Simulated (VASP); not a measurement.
A run of VASP 6.6.1 is set up as follows.

Contents of INCAR:

```
SYSTEM = VB4Os
PREC = Accurate ; ENCUT = 520
EDIFF = 1E-7 ; ISMEAR = -1
SIGMA = 0.15 ; LREAL = .False.
LASPH = .True. ; NELM = 150
ALGO = Normal ; ISIF = 2
LWAVE = .False. ; LCHARG = .False.
ISPIN = 2 ; MAGMOM = 2 0 0 0 0 0
LORBIT = 11 ; LMAXMIX = 4
GGA = PE ; NBANDS = 30
```

File KPOINTS:

```
regular mesh
0
Gamma
  9 9 3
  0 0 0
```

Contents of POSCAR:

```
VB4Os
1.0
    2.8774870000      0.0000000000      0.0000000000
   -1.4387440000      2.4919770000      0.0000000000
    0.0000000000      0.0000000000      7.4537050000
V B Os
1 4 1
Direct
    0.0000000000      0.0000000000      0.0000000000
    0.0000000000      0.0000000000      0.7094840000
    0.3333333333      0.6666666667      0.7969230000
    0.3333333333      0.6666666667      0.2030770000
    0.0000000000      0.0000000000      0.2905160000
    0.3333333333      0.6666666667      0.5000000000
```

Potentials or basis: VASP PAW PBE potentials, release 64 (V_sv, B, Os).

Launch:

```sh
$ cat potpaw_PBE.64/V_sv/POTCAR potpaw_PBE.64/B/POTCAR potpaw_PBE.64/Os/POTCAR > POTCAR
$ mpirun -np 1 vasp_std > vasp.out
```

Problem. Estimate the largest force.

Solution. 0.059 eV/Å.

Problem. What does it give for the pressure?

Solution. 0.0 GPa.

Stress tensor (GPa, compression positive):
```
-0.39  0.00  0.00
 0.00 -0.39  0.00
 0.00  0.00  0.81
```
